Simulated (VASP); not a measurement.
# Ir (C2/m) in VASP: single point with LDA

Aim: the single point of Ir with LDA.

All numbers are computed with VASP 6.6.1; they aren't measurements. Logs are shortened: lines on timing, memory, paths and dates and some standing lists are left out, and cuts for length are marked.

### 1 The cell of the first run

It takes space group C2/m (No. 12, monoclinic). The conventional cell has a = 3.811 Å, b = 3.811 Å, c = 3.811 Å, α = 90.00°, β = 90.00°, γ = 90.00°. Ir (site symmetry m) has 12 Ir at 2.61 to 2.78 Å within 3.4 Å.

### 2 Single point, LDA (atoms displaced along a vibrational mode)

File INCAR:

```
SYSTEM = Ir
PREC = Accurate
ENCUT = 520
EDIFF = 1E-6
ISMEAR = 0
SIGMA = 0.15
LREAL = .FALSE.
LASPH = .TRUE.
NELM = 60
ALGO = Fast
ISIF = 2
LWAVE = .FALSE.
LCHARG = .FALSE.
NBANDS = 16
```

File KPOINTS:

```
Automatic mesh
0
G
  16 16 12
  0 0 0
```

File POSCAR:

```
Ir
1.0
    0.0000000000     -1.9054060557     -1.9054060557
    0.0000000000      1.9054060557     -1.9054060557
    3.8108121114      0.0000000000      0.0000000000
Ir
2
Direct
    0.5050382962      0.4949617038      0.4887687982
   -0.0050382962      0.0050382962      0.0112312018
```

Potentials or basis: VASP PAW LDA potentials, release 64 (Ir).

The run is started by

```sh
cat potpaw_LDA.64/Ir/POTCAR > POTCAR
mpirun -np 1 vasp_std > vasp.out
```

OUTCAR:

```text
SYSTEM = Ir
   PREC = Accurate
   ENCUT = 520
   EDIFF = 1E-6
   ISMEAR = 0
   LREAL = .FALSE.
   LASPH = .TRUE.
   NELM = 60
   ISIF = 2

 ion  position               nearest neighbor table
   1  0.505  0.495  0.489-   2 2.61   2 2.64   2 2.64   2 2.66   2 2.73   2 2.76   2 2.76   2 2.78

   2  0.995  0.005  0.011-   1 2.61   1 2.64   1 2.64   1 2.66   1 2.73   1 2.76   1 2.76   1 2.78

  LATTYP: Found a simple tetragonal cell.
 ALAT       =     2.6946510858
 C/A-ratio  =     1.4142135624

  Lattice vectors:

 A1 = (   0.0000000000,  -1.9054060557,  -1.9054060557)
 A2 = (   0.0000000000,   1.9054060557,  -1.9054060557)
 A3 = (   3.8108121114,   0.0000000000,   0.0000000000)

Analysis of symmetry for initial positions (statically):
=====================================================================
 Subroutine PRICEL returns:
 Original cell was already a primitive cell.

 Routine SETGRP: Setting up the symmetry group for a
 simple tetragonal supercell.

 Subroutine GETGRP returns: Found  4 space group operations
 (whereof  2 operations were pure point group operations)
 out of a pool of 16 trial point group operations.

The static configuration has the point symmetry C_1h.
 The point group associated with its full space group is C_2h.

Analysis of symmetry for dynamics (positions and initial velocities):
=====================================================================
 Subroutine PRICEL returns:
 Original cell was already a primitive cell.

 Routine SETGRP: Setting up the symmetry group for a
 simple tetragonal supercell.

 Subroutine GETGRP returns: Found  4 space group operations
 (whereof  2 operations were pure point group operations)
 out of a pool of 16 trial point group operations.

The dynamic configuration has the point symmetry C_1h.
 The point group associated with its full space group is C_2h.

 Subroutine INISYM returns: Found  4 space group operations
 (whereof  2 operations are pure point group operations),
 and found     1 'primitive' translations

----------------------------------------------------------------------------------------

                                     Primitive cell

  volume of cell :      27.6709

  direct lattice vectors                    reciprocal lattice vectors
     0.000000000 -1.905406056 -1.905406056     0.000000000 -0.262411258 -0.262411258
     0.000000000  1.905406056 -1.905406056     0.000000000  0.262411258 -0.262411258
     3.810812111  0.000000000  0.000000000     0.262411258  0.000000000  0.000000000

  length of vectors
     2.694651086  2.694651086  3.810812111     0.371105560  0.371105560  0.262411258

  position of ions in fractional coordinates (direct lattice)
     0.505038296  0.494961704  0.488768798
     0.994961704  0.005038296  0.011231202

  ion indices of the primitive-cell ions
   primitive index   ion index
                 1           1
                 2           2

----------------------------------------------------------------------------------------

 KPOINTS: Automatic mesh

Automatic generation of k-mesh.
 Grid dimensions read from file:
 generate k-points for:   16   16   12

 Generating k-lattice:

  Cartesian coordinates                     Fractional coordinates (reciprocal lattice)
     0.000000000 -0.016400704 -0.016400704     0.062500000  0.000000000  0.000000000
     0.000000000  0.016400704 -0.016400704     0.000000000  0.062500000  0.000000000
     0.021867605  0.000000000  0.000000000     0.000000000  0.000000000  0.083333333

  Length of vectors
     0.023194097  0.023194097  0.021867605

  Shift w.r.t. Gamma in fractional coordinates (k-lattice)
     0.000000000  0.000000000  0.000000000

 Subroutine IBZKPT returns following result:
 ===========================================

 Found    826 irreducible k-points:

 Following reciprocal coordinates:
            Coordinates               Weight
  0.000000  0.000000  0.000000      1.000000
  0.062500  0.000000  0.000000      4.000000
  0.125000  0.000000  0.000000      4.000000
  0.187500  0.000000  0.000000      4.000000
  0.250000  0.000000  0.000000      4.000000
  0.312500  0.000000  0.000000      4.000000
[... 16 lines left out ...]
 -0.062500  0.437500  0.000000      4.000000
  0.500000  0.062500  0.000000      4.000000
 [... further k-points ...]
   k-points           NKPTS =    826   k-points in BZ     NKDIM =    826   number of bands    NBANDS=     16
   number of dos      NEDOS =    301   number of ions     NIONS =      2
   total plane-waves  NPLWV =  11200
   dimension x,y,z NGX =    20 NGY =   20 NGZ =   28
   dimension x,y,z NGXF=    40 NGYF=   40 NGZF=   56
   ions per type =               2
   NGX,Y,Z   is equivalent  to a cutoff of  12.34, 12.34, 12.21 a.u.
   NGXF,Y,Z  is equivalent  to a cutoff of  24.68, 24.68, 24.43 a.u.
 SYSTEM =  Ir
   PREC   = accura    normal or accurate (medium, high low for compatibility)
   ISTART =      0    job   : 0-new  1-cont  2-samecut
   ICHARG =      2    charge: 1-file 2-atom 10-const
   ISPIN  =      1    spin polarized calculation?
   LNONCOLLINEAR =      F non collinear calculations
   LSORBIT =      F    spin-orbit coupling
   LASPH  =      T    aspherical Exc in radial PAW
   ENCUT  =  520.0 eV  38.22 Ry    6.18 a.u.   5.01  5.01  7.09*2*pi/ulx,y,z
   NELM   =     60;   NELMIN=  2; NELMDL= -5     # of ELM steps
   EDIFF  = 0.1E-05   stopping-criterion for ELM
   LREAL  =      F    real-space projection
   EDIFFG = 0.1E-04   stopping-criterion for IOM
   NSW    =      0    number of steps for IOM
   IBRION =     -1    ionic relax: 0-MD 1-quasi-New 2-CG
   NFREE  =      0    steps in history (QN), initial steepest desc. (CG)
   ISIF   =      2    stress and relaxation
   ISYM   =      2    0-nonsym 1-usesym 2-fastsym
   POTIM  = 0.5000    time-step for ionic-motion
   TEBEG  =    0.0;   TEEND  =   0.0 temperature during run
   PSTRESS=    0.0 pullay stress
   NELECT =      18.0000    total number of electrons
   NUPDOWN=      -1.0000    fix difference up-down
   EMIN   =  10.00;   EMAX   =-10.00  energy-range for DOS
   EFERMI =   0.00;   METHOD = LEGACY
   ISMEAR =     0;   SIGMA  =   0.15  broadening in eV -4-tet -1-fermi 0-gaus
   EFERMI_NEDOS =   21; number of points for ismear=-14 and -15
   IALGO  =     68    algorithm
   IMIX   =      4    mixing-type and parameters
     AMIX     =   0.40;   BMIX     =  1.00
     AMIX_MAG =   1.60;   BMIX_MAG =  1.00
  volume/ion in A,a.u.               =      13.84        93.37
  Fermi-wavevector in a.u.,A,eV,Ry     =   1.418485  2.680548 27.376284  2.012100
  Thomas-Fermi vector in A             =   2.539606
   LORBIT       =      0    0 simple, 1 ext, 2 COOP (PROOUT), +10 PAW based schemes
   GGA     = CA    functional components
   LHFCALC =     F    Hartree Fock is set to
   AEXX    =    0.0000 exact exchange contribution
   IVDW    =     0    specifies the selected vdW correction
   LEPSILON=     F    determine dielectric tensor
   LRPA    =     F    only Hartree local field effects (RPA)
 non-spin polarized calculation
 RMM-DIIS sequential band-by-band and
 Gauss-broadening in eV      SIGMA  =   0.15
  energy-cutoff  :      520.00
  volume of cell :       27.67
 maximum number of plane-waves:       776
   NGX = 11   NGY = 11   NGZ = 15

 number of electron      18.0000002 magnetization

 Free energy of the ion-electron system (eV)
  ---------------------------------------------------
  ext. energy  EPLUGINS =         0.00000000
  ---------------------------------------------------
  free energy    TOTEN  =       -20.59673637 eV

  energy without entropy =      -20.57510281  energy(sigma->0) =      -20.58591959

 E-fermi :  10.7147     XC(G=0): -14.2640

 val. band max:       10.7146045206   @ k =  -0.3750  -0.0625   0.4167
 cond. band min:      10.7170202254   @ k =   0.1875  -0.3125   0.3333
 fundamental gap:      0.0024157047
 Fermi energy:        10.7147045189

 k-point     1 :       0.0000    0.0000    0.0000
  band No.  band energies     occupation
      1      -0.6385      2.00000
      2       2.5136      2.00000
      3       3.0522      2.00000
      4       6.6291      2.00000
      5       6.6393      2.00000
      6       6.6848      2.00000
[... 8 lines left out ...]
     15      22.5373      0.00000
     16      25.0490      0.00000

 k-point     2 :       0.0625    0.0000    0.0000
  band No.  band energies     occupation
      1      -0.5191      2.00000
      2       2.6038      2.00000
      3       3.1373      2.00000
      4       6.5713      2.00000
      5       6.6820      2.00000
      6       6.7399      2.00000
[... 8 lines left out ...]
     15      22.8399      0.00000
     16      25.2630      0.00000

 k-point     3 :       0.1250    0.0000    0.0000
  band No.  band energies     occupation
      1      -0.1698      2.00000
      2       2.8343      2.00000
      3       3.4132      2.00000
      4       6.3814      2.00000
      5       6.8192      2.00000
      6       6.9064      2.00000
[... 8 lines left out ...]
     15      23.6867      0.00000
     16      25.8598      0.00000

 k-point     4 :       0.1875    0.0000    0.0000
  band No.  band energies     occupation
      1       0.3827      2.00000
      2       3.1319      2.00000
      3       3.8920      2.00000
      4       6.1207      2.00000
      5       7.0359      2.00000
      6       7.0911      2.00000
[... 8 lines left out ...]
     15      24.9420      0.00000
     16      26.7394      0.00000

 k-point     5 :       0.2500    0.0000    0.0000
  band No.  band energies     occupation
      1       1.0958      2.00000
      2       3.4680      2.00000
      3       4.4901      2.00000
      4       5.8543      2.00000
      5       7.0941      2.00000
      6       7.3233      2.00000
[... 8 lines left out ...]
     15      26.4238      0.00000
     16      26.8934      0.00000

 k-point     6 :       0.3125    0.0000    0.0000
  band No.  band energies     occupation
      1       1.9129      2.00000
      2       3.8263      2.00000
      3       5.0546      2.00000
      4       5.6438      2.00000
      5       6.7098      2.00000
      6       7.3065      2.00000
[... 8 lines left out ...]
     15      25.9227      0.00000
     16      28.2769      0.00000

 k-point     7 :       0.3750    0.0000    0.0000
  band No.  band energies     occupation
      1       2.7624      2.00000
      2       4.1521      2.00000
      3       5.4489      2.00000
      4       5.5308      2.00000
      5       6.1800      2.00000
      6       6.9324      2.00000
[... 8 lines left out ...]
     15      25.0591      0.00000
     16      28.2479      0.00000

 k-point     8 :       0.4375    0.0000    0.0000
  band No.  band energies     occupation
      1       3.5479      2.00000
      2       4.3168      2.00000
      3       5.4827      2.00000
      4       5.7228      2.00000
      5       5.7671      2.00000
      6       6.5138      2.00000
[... 8 lines left out ...]
     15      24.5317      0.00000
     16      27.1013      0.00000

 k-point     9 :       0.5000    0.0000    0.0000
  band No.  band energies     occupation
      1       4.0906      2.00000
      2       4.1593      2.00000
      3       5.4814      2.00000
      4       5.5713      2.00000
      5       5.9987      2.00000
      6       6.1628      2.00000
[... 8 lines left out ...]
     15      25.4722      0.00000
     16      25.8351      0.00000
[... 172 lines left out ...]
 k-point    19 :      -0.0625    0.3125    0.0000
  band No.  band energies     occupation
      1       2.0051      2.00000
      2       3.9472      2.00000
      3       5.0360      2.00000
      4       5.5118      2.00000
      5       6.5587      2.00000
      6       7.2333      2.00000
[... 8 lines left out ...]
     15      26.0771      0.00000
     16      27.4321      0.00000

 k-point    20 :       0.3750    0.0625    0.0000
  band No.  band energies     occupation
      1       2.8416      2.00000
      2       4.2845      2.00000
      3       5.3322      2.00000
      4       5.4063      2.00000
      5       6.0107      2.00000
      6       6.8218      2.00000
[... 8 lines left out ...]
     15      25.1395      0.00000
     16      28.1949      0.00000

 k-point    21 :      -0.0625    0.3750    0.0000
  band No.  band energies     occupation
      1       2.8418      2.00000
      2       4.2850      2.00000
      3       5.3332      2.00000
      4       5.4093      2.00000
      5       6.0084      2.00000
      6       6.8210      2.00000
[... 8 lines left out ...]
     15      25.1458      0.00000
     16      28.1923      0.00000

 k-point    22 :       0.4375    0.0625    0.0000
  band No.  band energies     occupation
      1       3.6245      2.00000
      2       4.4562      2.00000
      3       5.3211      2.00000
      4       5.5500      2.00000
      5       5.5971      2.00000
      6       6.3749      2.00000
[... 8 lines left out ...]
     15      24.4990      0.00000
     16      27.0242      0.00000

 k-point    23 :      -0.0625    0.4375    0.0000
  band No.  band energies     occupation
      1       3.6249      2.00000
      2       4.4561      2.00000
      3       5.3239      2.00000
      4       5.5548      2.00000
      5       5.5912      2.00000
      6       6.3738      2.00000
[... 8 lines left out ...]
     15      24.4998      0.00000
     16      27.0253      0.00000

 k-point    24 :       0.5000    0.0625    0.0000
  band No.  band energies     occupation
      1       4.1920      2.00000
      2       4.2704      2.00000
      3       5.2948      2.00000
      4       5.3885      2.00000
      5       5.8416      2.00000
      6       6.0048      2.00000
[... 8 lines left out ...]
     15      25.3981      0.00000
     16      25.7505      0.00000

 [... further k-points ...]

------------------------ aborting loop because EDIFF is reached ----------------------------------------

  FORCE on cell =-STRESS in cart. coord.  units (eV):
  Direction    XX          YY          ZZ          XY          YZ          ZX
  --------------------------------------------------------------------------------------
  -------------------------------------------------------------------------------------
  Total        0.8611339      0.7832844      0.7233457      0.2108854      0.0000000      0.0000000
  in kB       49.8607327     45.3531464     41.8826251     12.2105289      0.0000000      0.0000000
  external PRESSURE =      45.6988348 kB  Pullay stress =       0.0000000 kB

 VOLUME and BASIS-vectors are now :
 -----------------------------------------------------------------------------
  energy-cutoff  :      520.00
  volume of cell :       27.67
      direct lattice vectors                 reciprocal lattice vectors
     0.000000000 -1.905406056 -1.905406056     0.000000000 -0.262411258 -0.262411258
     0.000000000  1.905406056 -1.905406056     0.000000000  0.262411258 -0.262411258
     3.810812111  0.000000000  0.000000000     0.262411258  0.000000000  0.000000000

 POSITION                                       TOTAL-FORCE (eV/Angst)
 -----------------------------------------------------------------------------------
      1.86261     -0.01920     -1.90541         1.217126      0.332691      0.000000
      0.04280     -1.88621     -1.90541        -1.217126     -0.332691      0.000000
 -----------------------------------------------------------------------------------
    total drift:                                0.000000     -0.000000      0.000000

  FREE ENERGIE OF THE ION-ELECTRON SYSTEM (eV)
  ---------------------------------------------------
  free  energy   TOTEN  =       -20.5967363694 eV

  energy  without entropy=      -20.5751028104  energy(sigma->0) =      -20.58591959
```

Wall time 7.5 min (1 thread of Intel Xeon 8259CL, shared host); peak memory 0.4 GiB.

Results:

```
Free energy            : -20.5967 eV
Pressure               : 4.6 GPa
Largest force          : 1.262 eV/Å
Band gap on the k mesh : zero (bands 9 and 10 overlap by 3.19 eV)
```

Forces on the atoms (eV/Å):
```
Ir   1.217  0.333  0.000
Ir  -1.217 -0.333  0.000
```

Levels at points of the mesh, in eV from the Fermi level:
| k point | band 6 | band 7 | band 8 | band 9 | band 10 | band 11 | band 12 | band 13 |
| --- | --- | --- | --- | --- | --- | --- | --- | --- |
| (0.00, 0.00, 0.00) | -4.03 | -1.29 | -1.28 | 0.92 | 1.50 | 1.52 | 1.84 | 10.74 |
| (0.50, 0.00, 0.00) | -4.55 | -2.69 | -2.69 | -1.41 | -1.17 | 2.87 | 3.06 | 11.49 |
| (0.50, 0.50, 0.00) | 0.91 | 1.48 | 1.49 | 1.51 | 1.52 | 1.74 | 1.81 | 10.72 |
| (0.00, 0.00, 0.50) | -2.66 | -2.28 | -2.25 | -1.67 | -1.67 | -0.52 | 0.02 | 17.15 |
| (0.50, 0.00, 0.50) | -4.12 | -0.81 | -0.78 | 0.89 | 0.94 | 0.96 | 0.96 | 7.42 |
| (0.50, 0.50, 0.50) | -4.73 | -1.82 | -1.82 | 1.52 | 1.52 | 8.29 | 8.35 | 8.76 |

Caveat: the cell differs from its parent crystal (atoms displaced along a vibrational mode); the cell stands under pressure; spin-orbit coupling is left out, which moves the levels of the heavy elements; forces of over 1 eV/Å act on the atoms, so gaps and moduli don't describe the material at rest.
